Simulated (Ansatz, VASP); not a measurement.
**One calculation of B, two programs**

Contents of INCAR:

```
  ALGO = Normal
  EDIFF = 1E-6
  ENCUT = 520
  GGA = PE
  ISIF = 2
  ISMEAR = -1
  LASPH = T
  LCHARG = F
  LREAL = F
  LWAVE = F
  NBANDS = 14
  NELM = 100
  PREC = Accurate
  SIGMA = 0.05
```

KPOINTS

```
k-points
0
Gamma
  15 15 5
```

The input POSCAR:

```
B
1.0
    2.9937075309      0.0000000000      0.0000000000
   -1.4968537654      2.5926267733      0.0000000000
    0.0000000000      0.0000000000      4.0430974224
B
4
Direct
    0.0000000000      0.0000000000      0.2500000000
    0.0000000000      0.0000000000      0.7500000000
    0.3333333333      0.6666666667      0.2500000000
    0.6666666667      0.3333333333      0.7500000000
```

Input for Ansatz:

```yaml
crystal:
  lattice:
    - [2.9937075309, 0.0, 0.0]
    - [-1.4968537654, 2.5926267733, 0.0]
    - [0.0, 0.0, 4.0430974224]
  atoms:
    - { symbol: B, position: [0.0, 0.0, 0.25] }
    - { symbol: B, position: [0.0, 0.0, 0.75] }
    - { symbol: B, position: [0.3333333333, 0.6666666667, 0.25] }
    - { symbol: B, position: [0.6666666667, 0.3333333333, 0.75] }
kpoints:
  mp_grid: { grid: [15, 15, 5] }
scf:
  occupations: { method: fermi_dirac, width: 0.05 }
hamiltonian:
  xc: pbe
  pseudopotentials: { kind: all_electron, datasets: crystal }
output:
  forces: true
  stress: true
  eigenvalues: true
```

Change from the starting cell: volume scaled by 1, crystal datasets.

Alike in both runs: task single point; functional PBE; k mesh 15 × 15 × 5; occupations fermi-dirac, width 0.05 eV; no spin polarisation.

```csv
,VASP,Ansatz
version,VASP 6.6.1,Ansatz 0.2.0
potentials or method,"VASP PAW PBE potentials, release 64 (B), cutoff 520 eV","all-electron PAW with datasets made for the crystal, scalar-relativistic"
```

|  | VASP | Ansatz | Ansatz less VASP |
| --- | --- | --- | --- |
| pressure (GPa) | 0.1 | 0.0 | -0.05 |

Ansatz ran all-electron here, and VASP with PAW potentials.
